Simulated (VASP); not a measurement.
# HfO2 (Fm-3m) in VASP: relaxation of cell and atoms with LDA

Aim: the relaxation of cell and atoms of HfO2 with LDA.

Everything below comes from runs of VASP 6.6.1. Logs are shortened: lines on timing, memory, paths and dates and some standing lists are left out, and cuts for length are marked.

### Step 1. The cell of the first run

Symmetry: Fm-3m, No. 225, cubic system. Conventional cell: a = 5.098 Å, b = 5.098 Å, c = 5.098 Å, α = 90.00°, β = 90.00°, γ = 90.00°. Hf (site symmetry m-3m) has 8 O at 2.21 Å within 2.9 Å. O (site symmetry -43m) has 4 Hf at 2.21 Å and 6 O at 2.55 Å within 2.9 Å.

### Step 2. Relaxation of cell and atoms, LDA

File INCAR:

```
SYSTEM = HfO2
PREC     = Accurate       ! precision mode
ENCUT    = 600            ! plane-wave cutoff, eV
EDIFF    = 1E-7           ! SCF threshold, eV
ISMEAR   = -1             ! smearing method
SIGMA    = 0.02           ! smearing width, eV
LREAL    = .FALSE.        ! projectors in reciprocal space
LASPH    = .TRUE.         ! aspherical terms in the spheres
NELM     = 120            ! most SCF steps
ALGO     = Normal         ! electronic algorithm
ISIF     = 3              ! what is computed and relaxed
LWAVE    = .FALSE.        ! write WAVECAR
LCHARG   = .FALSE.        ! write CHGCAR
IBRION   = 2              ! ionic algorithm
NSW      = 80             ! ionic steps
EDIFFG   = -0.005         ! ionic threshold
GGA_COMPAT= .FALSE.      
NELMIN   = 4
```

File KPOINTS:

```
Automatic mesh
0
G
  8 8 8
  0 0 0
```

File POSCAR:

```
HfO2
1.0
    0.0000000000      2.5488057756      2.5488057756
    2.5488057756      0.0000000000      2.5488057756
    2.5488057756      2.5488057756      0.0000000000
Hf O
1 2
Direct
    0.0000000000      0.0000000000      0.0000000000
    0.2500000000      0.2500000000      0.2500000000
    0.7500000000      0.7500000000      0.7500000000
```

Potentials or basis: VASP PAW LDA potentials, release 64 (Hf_pv, O).

On the command line:

```console
cat potpaw_LDA.64/Hf_pv/POTCAR potpaw_LDA.64/O/POTCAR > POTCAR
mpirun -np 1 vasp_std > vasp.out
```

OUTCAR:

```text
SYSTEM = HfO2
   PREC = Accurate
   ENCUT = 600
   EDIFF = 1E-7
   ISMEAR = -1
   LREAL = .FALSE.
   LASPH = .TRUE.
   NELM = 120
   ISIF = 3
   IBRION = 2
   NSW = 80
   EDIFFG = -0.005
   NELMIN = 4

 ion  position               nearest neighbor table
   1  0.000  0.000  0.000-   3 2.21   3 2.21   3 2.21   2 2.21   3 2.21   2 2.21   2 2.21   2 2.21

   2  0.250  0.250  0.250-   1 2.21   1 2.21   1 2.21   1 2.21
   3  0.750  0.750  0.750-   1 2.21   1 2.21   1 2.21   1 2.21

  LATTYP: Found a face centered cubic cell.
 ALAT       =     5.0976115512

  Lattice vectors:

 A1 = (   0.0000000000,   2.5488057756,   2.5488057756)
 A2 = (   2.5488057756,   0.0000000000,   2.5488057756)
 A3 = (   2.5488057756,   2.5488057756,   0.0000000000)

Analysis of symmetry for initial positions (statically):
=====================================================================
 Subroutine PRICEL returns:
 Original cell was already a primitive cell.

 Routine SETGRP: Setting up the symmetry group for a
 face centered cubic supercell.

 Subroutine GETGRP returns: Found 48 space group operations
 (whereof 48 operations were pure point group operations)
 out of a pool of 48 trial point group operations.

The static configuration has the point symmetry O_h .

Analysis of symmetry for dynamics (positions and initial velocities):
=====================================================================
 Subroutine PRICEL returns:
 Original cell was already a primitive cell.

 Routine SETGRP: Setting up the symmetry group for a
 face centered cubic supercell.

 Subroutine GETGRP returns: Found 48 space group operations
 (whereof 48 operations were pure point group operations)
 out of a pool of 48 trial point group operations.

The dynamic configuration has the point symmetry O_h .

 Subroutine INISYM returns: Found 48 space group operations
 (whereof 48 operations are pure point group operations),
 and found     1 'primitive' translations

----------------------------------------------------------------------------------------

                                     Primitive cell

  volume of cell :      33.1162

  direct lattice vectors                    reciprocal lattice vectors
     0.000000000  2.548805776  2.548805776    -0.196170302  0.196170302  0.196170302
     2.548805776  0.000000000  2.548805776     0.196170302 -0.196170302  0.196170302
     2.548805776  2.548805776  0.000000000     0.196170302  0.196170302 -0.196170302

  length of vectors
     3.604555696  3.604555696  3.604555696     0.339776931  0.339776931  0.339776931

  position of ions in fractional coordinates (direct lattice)
     0.000000000  0.000000000  0.000000000
     0.250000000  0.250000000  0.250000000
     0.750000000  0.750000000  0.750000000

  ion indices of the primitive-cell ions
   primitive index   ion index
                 1           1
                 2           2
                 3           3

----------------------------------------------------------------------------------------

 KPOINTS: Automatic mesh

Automatic generation of k-mesh.
 Grid dimensions read from file:
 generate k-points for:    8    8    8

 Generating k-lattice:

  Cartesian coordinates                     Fractional coordinates (reciprocal lattice)
    -0.024521288  0.024521288  0.024521288     0.125000000  0.000000000  0.000000000
     0.024521288 -0.024521288  0.024521288     0.000000000  0.125000000  0.000000000
     0.024521288  0.024521288 -0.024521288     0.000000000  0.000000000  0.125000000

  Length of vectors
     0.042472116  0.042472116  0.042472116

  Shift w.r.t. Gamma in fractional coordinates (k-lattice)
     0.000000000  0.000000000  0.000000000

 Subroutine IBZKPT returns following result:
 ===========================================

 Found     29 irreducible k-points:

 Following reciprocal coordinates:
            Coordinates               Weight
  0.000000  0.000000  0.000000      1.000000
  0.125000  0.000000  0.000000      8.000000
  0.250000  0.000000  0.000000      8.000000
  0.375000  0.000000  0.000000      8.000000
  0.500000  0.000000  0.000000      4.000000
  0.125000  0.125000  0.000000      6.000000
[... 16 lines left out ...]
  0.500000  0.250000  0.125000     48.000000
 -0.375000  0.250000  0.125000     24.000000
 [... further k-points ...]
   k-points           NKPTS =     29   k-points in BZ     NKDIM =     29   number of bands    NBANDS=     15
   number of dos      NEDOS =    301   number of ions     NIONS =      3
   total plane-waves  NPLWV =  27000
   dimension x,y,z NGX =    30 NGY =   30 NGZ =   30
   dimension x,y,z NGXF=    60 NGYF=   60 NGZF=   60
   ions per type =               1   2
   NGX,Y,Z   is equivalent  to a cutoff of  13.84, 13.84, 13.84 a.u.
   NGXF,Y,Z  is equivalent  to a cutoff of  27.67, 27.67, 27.67 a.u.
 SYSTEM =  HfO2
   PREC   = accura    normal or accurate (medium, high low for compatibility)
   ISTART =      0    job   : 0-new  1-cont  2-samecut
   ICHARG =      2    charge: 1-file 2-atom 10-const
   ISPIN  =      1    spin polarized calculation?
   LNONCOLLINEAR =      F non collinear calculations
   LSORBIT =      F    spin-orbit coupling
   LASPH  =      T    aspherical Exc in radial PAW
   ENCUT  =  600.0 eV  44.10 Ry    6.64 a.u.   7.20  7.20  7.20*2*pi/ulx,y,z
   NELM   =    120;   NELMIN=  4; NELMDL= -5     # of ELM steps
   EDIFF  = 0.1E-06   stopping-criterion for ELM
   LREAL  =      F    real-space projection
   EDIFFG = -.5E-02   stopping-criterion for IOM
   NSW    =     80    number of steps for IOM
   IBRION =      2    ionic relax: 0-MD 1-quasi-New 2-CG
   NFREE  =      1    steps in history (QN), initial steepest desc. (CG)
   ISIF   =      3    stress and relaxation
   ISYM   =      2    0-nonsym 1-usesym 2-fastsym
   POTIM  = 0.5000    time-step for ionic-motion
   TEBEG  =    0.0;   TEEND  =   0.0 temperature during run
   PSTRESS=    0.0 pullay stress
   NELECT =      22.0000    total number of electrons
   NUPDOWN=      -1.0000    fix difference up-down
   EMIN   =  10.00;   EMAX   =-10.00  energy-range for DOS
   EFERMI =   0.00;   METHOD = LEGACY
   ISMEAR =    -1;   SIGMA  =   0.02  broadening in eV -4-tet -1-fermi 0-gaus
   EFERMI_NEDOS =   21; number of points for ismear=-14 and -15
   IALGO  =     38    algorithm
   IMIX   =      4    mixing-type and parameters
     AMIX     =   0.40;   BMIX     =  1.00
     AMIX_MAG =   1.60;   BMIX_MAG =  1.00
  volume/ion in A,a.u.               =      11.04        74.49
  Fermi-wavevector in a.u.,A,eV,Ry     =   1.428463  2.699404 27.762775  2.040506
  Thomas-Fermi vector in A             =   2.548522
   LORBIT       =      0    0 simple, 1 ext, 2 COOP (PROOUT), +10 PAW based schemes
   GGA     = CA    functional components
   LHFCALC =     F    Hartree Fock is set to
   AEXX    =    0.0000 exact exchange contribution
   IVDW    =     0    specifies the selected vdW correction
   LEPSILON=     F    determine dielectric tensor
   LRPA    =     F    only Hartree local field effects (RPA)
 conjugate gradient relaxation of ions
 non-spin polarized calculation
  energy-cutoff  :      600.00
  volume of cell :       33.12
 maximum number of plane-waves:      1124
 NGX is ok and might be reduce to    30
   NGX = 15   NGY = 15   NGZ = 15

--------------------------------------- Ionic step        1  -------------------------------------------

 number of electron      21.9999994 magnetization

 Free energy of the ion-electron system (eV)
  ---------------------------------------------------
  ext. energy  EPLUGINS =         0.00000000
  ---------------------------------------------------
  free energy    TOTEN  =       -32.95450229 eV

  energy without entropy =      -32.95450229  energy(sigma->0) =      -32.95450229

------------------------ aborting loop because EDIFF is reached ----------------------------------------

  FORCE on cell =-STRESS in cart. coord.  units (eV):
  Direction    XX          YY          ZZ          XY          YZ          ZX
  --------------------------------------------------------------------------------------
  -------------------------------------------------------------------------------------
  Total       -3.6075489     -3.6075489     -3.6075489     -0.0000000     -0.0000000      0.0000000
  in kB     -174.5350201   -174.5350201   -174.5350201     -0.0000000     -0.0000000      0.0000000
  external PRESSURE =    -174.5350201 kB  Pullay stress =       0.0000000 kB
[... 207 lines left out ...]
  energy  without entropy=      -33.0843172661  energy(sigma->0) =      -33.08431727

--------------------------------------- Ionic step        7  -------------------------------------------

 number of electron      22.0000003 magnetization

 Free energy of the ion-electron system (eV)
  ---------------------------------------------------
  ext. energy  EPLUGINS =         0.00000000
  ---------------------------------------------------
  free energy    TOTEN  =       -33.08437986 eV

  energy without entropy =      -33.08437986  energy(sigma->0) =      -33.08437986

 E-fermi :   5.0389     XC(G=0): -12.5955

 val. band max:        4.5324466317   @ k =   0.5000   0.5000   0.0000
 cond. band min:       8.2698891557   @ k =   0.5000   0.5000   0.0000
 fundamental gap:      3.7374425240
 Fermi energy:         5.0389076131

 k-point     1 :       0.0000    0.0000    0.0000
  band No.  band energies     occupation
      1     -24.7232      2.00000
      2     -24.7232      2.00000
      3     -24.7232      2.00000
      4     -14.2858      2.00000
      5     -10.8436      2.00000
      6      -1.2158      2.00000
      7      -1.2158      2.00000
      8      -1.2158      2.00000
      9       3.8938      2.00000
     10       3.8938      2.00000
     11       3.8938      2.00000
     12       8.3385      0.00000
     13       8.3385      0.00000
     14      10.6568      0.00000
     15      15.5910      0.00000
[... 397 lines left out ...]
 k-point    24 :      -0.3750    0.2500    0.1250
  band No.  band energies     occupation
      1     -25.2181      2.00000
      2     -24.9546      2.00000
      3     -24.8258      2.00000
      4     -12.4831      2.00000
      5     -11.7858      2.00000
      6      -0.6400      2.00000
      7      -0.1956      2.00000
      8       0.7613      2.00000
      9       2.2073      2.00000
     10       3.0924      2.00000
     11       3.2371      2.00000
     12       9.1475      0.00000
     13       9.6042      0.00000
     14      11.9802      0.00000
     15      13.0299      0.00000

 [... further k-points ...]
[... 5 lines left out ...]
  --------------------------------------------------------------------------------------
  -------------------------------------------------------------------------------------
  Total       -0.0007339     -0.0007339     -0.0007339      0.0000000      0.0000000     -0.0000000
  in kB       -0.0380849     -0.0380849     -0.0380849      0.0000000      0.0000000     -0.0000000
  external PRESSURE =      -0.0380849 kB  Pullay stress =       0.0000000 kB
[... 18 lines left out ...]
  FREE ENERGIE OF THE ION-ELECTRON SYSTEM (eV)
  ---------------------------------------------------
  free  energy   TOTEN  =       -33.0843798562 eV

  energy  without entropy=      -33.0843798562  energy(sigma->0) =      -33.08437986

 reached required accuracy - stopping structural energy minimisation
```

It took 2.3 min on 1 thread of AMD EPYC 7R13, shared host; peak memory 0.13 GiB.

What came out:

```
Free energy                            : -33.0844 eV
Relaxed volume                         : 10.29 Å³/atom
Relaxed cell                           : a = 3.521 Å, b = 3.521 Å, c = 3.521 Å, α = 60.00°, β = 60.00°, γ = 60.00°
Space group after relaxing (to 0.05 Å) : Fm-3m (No. 225)
Energy gained by relaxing              : 43.3 meV/atom
Ionic steps                            : 7
Pressure after relaxing                : 0.0 GPa
Band gap on the k mesh                 : 3.74 eV, direct
```

Step by step:
| step | energy change (eV) | largest force (eV/Å) | pressure (GPa) | volume (Å³) |
| --- | --- | --- | --- | --- |
| 1 | 0.0000 | 0.0000 | -17.45 | 33.12 |
| 2 | 0.2326 | 0.0000 | 40.03 | 27.68 |
| 3 | -0.1297 | 0.0000 | -0.62 | 30.94 |
| 4 | -0.1299 | 0.0000 | -0.09 | 30.88 |
| 5 | -0.1298 | 0.0000 | 0.32 | 30.84 |
| 6 | -0.1298 | 0.0000 | -0.43 | 30.92 |
| 7 | -0.1299 | 0.0000 | 0.00 | 30.88 |

Final structure:
```
CELL_PARAMETERS angstrom
0.00000 2.48997 2.48997
2.48997 0.00000 2.48997
2.48997 2.48997 0.00000
ATOMIC_POSITIONS crystal
Hf 0.00000 0.00000 0.00000
O 0.25000 0.25000 0.25000
O 0.75000 0.75000 0.75000
```

Levels at points of the mesh, in eV from the valence-band top:
```csv
k point,band 7,band 8,band 9,band 10,band 11,band 12,band 13,band 14,band 15
"(0.00, 0.00, 0.00)",-5.75,-5.75,-0.64,-0.64,-0.64,3.81,3.81,6.12,11.06
"(0.50, 0.00, 0.00)",-4.66,-3.14,-2.88,-1.90,-1.90,4.62,4.62,7.46,8.97
"(0.50, 0.50, 0.00)",-3.60,-3.60,-1.65,-1.65,0.00,3.74,5.61,7.10,8.57
```

Caveat: spin-orbit coupling is left out, which moves the levels of the heavy elements.
